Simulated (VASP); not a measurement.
## SnTe: single point with PBE

Crystal: SnTe.

```
Te Sn
1.0
     0.00000    3.15085    3.15085
     3.15085    0.00000    3.15085
     3.15085    3.15085    0.00000
Te Sn
1 1
Direct
  0.51041 0.49414 0.50590
  0.00359 0.99017 0.99647
```

This cell differs from its parent crystal: atoms moved at random.

```yaml
Program: VASP 6.6.1
Task: single point
Functional: PBE
Potentials_or_basis: VASP PAW PBE potentials, release 64 (Te, Sn_d)
Cutoff: 520 eV
k_mesh: 7 × 7 × 7
Occupations: fermi-dirac, width 0.05 eV
Spin: no spin polarisation
Dipole_correction: no
Further_INCAR_settings: ALGO = Normal; EDIFF = 1e-07; NBANDS = 17
```

* Pressure: 2.3 GPa
* Largest force: 0.023 eV/Å
* Band gap on the k mesh: 0.66 eV

Forces on the atoms (eV/Å):
```
Te  -0.013 -0.016 -0.010
Sn   0.013  0.016  0.010
```

Levels at points of the mesh, in eV from the valence-band top:
```csv
k point,band 6,band 7,band 8,band 9,band 10,band 11,band 12,band 13,band 14,band 15
"(0.00, 0.00, 0.00)",-12.57,-4.43,-1.91,-1.91,-1.89,3.54,3.58,3.59,5.00,5.01
```

Run time: 5.2 min on 1 thread of Intel Xeon 8259CL (shared host), peak memory 0.34 GiB.

Caveat: the cell differs from its parent crystal (atoms moved at random); spin-orbit coupling is left out, which moves the levels of the heavy elements; an odd mesh through Γ misses points on the zone boundary, where band edges can lie.
